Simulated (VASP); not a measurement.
Here is a VASP 6.6.1 calculation.

Contents of POSCAR:

```
Mo
1.0
   -1.5710000000      1.5238700000      1.5710000000
    1.5710000000     -1.5238700000      1.5710000000
    1.5710000000      1.5238700000     -1.5710000000
Mo
1
Direct
    0.0000000000      0.0000000000      0.0000000000
```

The input INCAR.step1:

```
ALGO     = Normal         # electronic algorithm
EDIFF    = 1E-4           # SCF threshold, eV
ENCUT    = 520            # plane-wave cutoff, eV
GGA      = PE             # functional
ISMEAR   = 0              # smearing method
LASPH    = T              # aspherical terms in the spheres
LCHARG   = F              # write CHGCAR
LREAL    = F              # projectors in reciprocal space
LWAVE    = T              # write WAVECAR
NBANDS   = 13             # bands
NELM     = 60             # most SCF steps
PREC     = Accurate       # precision mode
SIGMA    = 0.15           # smearing width, eV
```

File INCAR.step2:

```
ALGO     = Normal         # electronic algorithm
EDIFF    = 1E-6           # SCF threshold, eV
ENCUT    = 520            # plane-wave cutoff, eV
ISIF     = 2              # what is computed and relaxed
ISMEAR   = 0              # smearing method
ISTART   = 1            
LASPH    = T              # aspherical terms in the spheres
LCHARG   = F              # write CHGCAR
LMIXTAU  = T            
LREAL    = F              # projectors in reciprocal space
LWAVE    = F              # write WAVECAR
METAGGA  = R2SCAN         # meta-GGA
NBANDS   = 13             # bands
NELM     = 60             # most SCF steps
PREC     = Accurate       # precision mode
SIGMA    = 0.15           # smearing width, eV
```

Contents of KPOINTS:

```
k-points
0
Gamma
  22 22 22
```

Potentials or basis: VASP PAW PBE potentials, release 64 (Mo_sv).

Run with:

```sh
$ cat potpaw_PBE.64/Mo_sv/POTCAR > POTCAR
$ cp INCAR.step1 INCAR
$ mpirun -np 1 vasp_std > vasp.out
$ cp INCAR.step2 INCAR
$ mpirun -np 1 vasp_std > vasp.out
```

Problem. Predict the pressure.

Solution. 12.9 GPa.

Problem. Predict the band gap on the k mesh.

Solution. Zero (bands 7 and 8 overlap by 5.73 eV).

Stress tensor (GPa, compression positive):
```
 9.22  0.00  0.00
 0.00 20.22  0.00
 0.00  0.00  9.22
```

Caveat: the cell differs from its parent crystal (strain -0.0300 x Voigt [0, 1, 0, 0, 0, 0]); the stress differs along the axes, from 9 to 20 GPa; the PAW data sets were made with another functional, which shifts forces and pressure a little.
